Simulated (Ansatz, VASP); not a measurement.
**ZnS in VASP and in Ansatz**

```
CELL_PARAMETERS angstrom
0.00000 2.70465 2.70465
2.70465 0.00000 2.70465
2.70465 2.70465 0.00000
ATOMIC_POSITIONS crystal
Zn 0.95840 0.95840 0.98277
S 0.75000 0.75000 0.75000
```

Alike in both runs: task single point; functional r2SCAN; k mesh 8 × 8 × 8; occupations gaussian, width 0.05 eV; no spin polarisation.

```csv
,VASP,Ansatz
version,VASP 6.6.1,Ansatz 0.2.0
potentials or method,"VASP PAW PBE potentials, release 64 (Zn, S), cutoff 520 eV","scalar-relativistic, plane waves, PAW"
valence electrons in the cell,18,18
```

|  | VASP | Ansatz | Ansatz less VASP |
| --- | --- | --- | --- |
| gap on the k mesh at the Fermi level (eV) | 2.55 | 2.54 | -0.009 |
| least direct gap on the mesh (eV) | 2.55 | 2.54 | -0.009 |
| pressure (GPa) | 4.4 | 4.3 | -0.18 |
| traceless stress, the component that is largest in VASP (GPa) | 8.69 | 8.57 | -0.119 |
| rms of the force components (eV/Å) | 2.150 | 2.122 | -0.0277 |

VASP's potentials were made for PBE, not for r2SCAN. Atom by atom the forces differ by 0.028 eV/Å (rms over components). The functional is the same, so the differences come from potentials, cutoffs and numerics.
